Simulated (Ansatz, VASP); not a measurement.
Two plane-wave programs on Ge

File INCAR:

```
SYSTEM = Ge
PREC     = Accurate       ! precision mode
ENCUT    = 520            ! plane-wave cutoff, eV
EDIFF    = 1E-7           ! SCF threshold, eV
ISMEAR   = 0              ! smearing method
SIGMA    = 0.05           ! smearing width, eV
LREAL    = .FALSE.        ! projectors in reciprocal space
LASPH    = .TRUE.         ! aspherical terms in the spheres
NELM     = 80             ! most SCF steps
ALGO     = Normal         ! electronic algorithm
ISIF     = 2              ! what is computed and relaxed
LWAVE    = .FALSE.        ! write WAVECAR
LCHARG   = .FALSE.        ! write CHGCAR
GGA      = PE             ! functional
NBANDS   = 21             ! bands
```

The input KPOINTS:

```
regular mesh
0
G
  6 6 6
  0 0 0
```

File POSCAR:

```
Ge
1.0
    0.0000000000      2.8522832403      2.8522832403
    2.8522832403      0.0000000000      2.8522832403
    2.8522832403      2.8522832403      0.0000000000
Ge
2
Direct
    0.5000000000      0.5000000000      0.5000000000
    0.7500000000      0.7500000000      0.7500000000
```

Input for Ansatz:

```yaml
crystal:
  lattice:
    - [0.0, 2.8522832402, 2.8522832402]
    - [2.8522832402, 0.0, 2.8522832402]
    - [2.8522832402, 2.8522832402, 0.0]
  atoms:
    - { symbol: Ge, position: [0.5, 0.5, 0.5] }
    - { symbol: Ge, position: [0.75, 0.75, 0.75] }
basis:
  ecutwfc: 420
  ecutrho_ratio: 4
kpoints:
  mp_grid: { grid: [6, 6, 6] }
hamiltonian:
  xc: pbe
scf:
  occupations: { method: gaussian, width: 0.05 }
output:
  forces: true
  stress: true
  eigenvalues: true
```

Alike in both runs: task single point; functional PBE; k mesh 6 × 6 × 6; occupations gaussian, width 0.05 eV; no spin polarisation.

|  | VASP | Ansatz |
| --- | --- | --- |
| version | VASP 6.6.1 | Ansatz 0.2.0 |
| potentials or method | VASP PAW PBE potentials, release 64 (Ge_d), cutoff 520 eV | scalar-relativistic, plane waves, PAW |
| valence electrons in the cell | 28 | 28 |

|  | VASP | Ansatz | Ansatz less VASP |
| --- | --- | --- | --- |
| pressure (GPa) | 1.9 | 2.0 | +0.10 |
